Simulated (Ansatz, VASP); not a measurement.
## Two plane-wave programs on P

```
P
1.0
     4.02832    0.00000    0.00000
     0.00000    4.02832    0.00000
     0.00000    0.00000    4.02832
P
4
Cartesian
  2.5177 2.5177 2.5177
  3.5248 1.5106 0.5035
  1.5106 0.5035 3.5248
  0.5035 3.5248 1.5106
```

Alike in both runs: task relaxation of cell and atoms; functional PBE; k mesh 12 × 12 × 12; occupations gaussian, width 0.1 eV; no spin polarisation.

|  | VASP | Ansatz |
| --- | --- | --- |
| version | VASP 6.6.1 | Ansatz 0.2.0 |
| potentials or method | VASP PAW PBE potentials, release 64 (P), cutoff 600 eV | scalar-relativistic, plane waves, PAW |
| valence electrons in the cell | 20 | 20 |

```tsv
	VASP	Ansatz	Ansatz less VASP
gap on the k mesh at the Fermi level, each at its own relaxed structure (eV)	none	none	-
relaxed volume (Å³/atom)	16.47	16.49	+0.017
relaxed length of the cell vector where the two differ most in proportion (Å)	4.039	4.040	+0.0014
```

A gap of «none» marks a metal or a gap that the smearing closes.
